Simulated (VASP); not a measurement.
A run of VASP 6.6.1 is set up as follows.

Contents of INCAR:

```
SYSTEM = WS2
PREC     = Accurate       ! precision mode
ENCUT    = 520            ! plane-wave cutoff, eV
EDIFF    = 1E-6           ! SCF threshold, eV
ISMEAR   = 0              ! smearing method
SIGMA    = 0.02           ! smearing width, eV
LREAL    = .FALSE.        ! projectors in reciprocal space
LASPH    = .TRUE.         ! aspherical terms in the spheres
NELM     = 60             ! most SCF steps
ALGO     = Normal         ! electronic algorithm
ISIF     = 2              ! what is computed and relaxed
LWAVE    = .FALSE.        ! write WAVECAR
LCHARG   = .TRUE.         ! write CHGCAR
GGA      = PE             ! functional
IVDW     = 12             ! dispersion correction
LELF     = .TRUE.         ! ELF
LVHAR    = .TRUE.       
NBANDS   = 35             ! bands
```

The input KPOINTS:

```
regular mesh
0
G
  12 12 4
  0 0 0
```

Contents of POSCAR:

```
WS2
1.0
    3.1226090578      0.0000000000      0.0000000000
   -1.5613045289      2.7042587701      0.0000000000
    0.0000000000      0.0000000000     12.2206640095
W S
2 4
Direct
    0.3333333333      0.6666666667      0.7501682012
    0.6666666667      0.3333333333      0.2498317988
    0.3333333333      0.6666666667      0.1202132495
    0.6666666667      0.3333333333      0.6205433143
    0.3333333333      0.6666666667      0.3794566857
    0.6666666667      0.3333333333      0.8797867505
```

Potentials or basis: VASP PAW PBE potentials, release 64 (W_sv, S).

Launch:

```sh
$ cat potpaw_PBE.64/W_sv/POTCAR potpaw_PBE.64/S/POTCAR > POTCAR
$ mpirun -np 1 vasp_std > vasp.out
```

Question: Estimate the band gap on the k mesh.

Answer: 0.95 eV (least direct gap 1.98 eV).

Question: What does it give for the pressure?

Answer: 2.2 GPa.

Forces in eV/Å, atoms in the order of the input:
```
W    0.000  0.000 -0.002
W    0.000  0.000  0.002
S    0.000  0.000 -0.056
S    0.000  0.000 -0.058
S    0.000  0.000  0.058
S    0.000  0.000  0.056
```

Caveat: the cell differs from its parent crystal (biaxial strain in the a-b plane: -1.0 %); spin-orbit coupling is left out, which moves the levels of the heavy elements. A k mesh can miss the band edges.
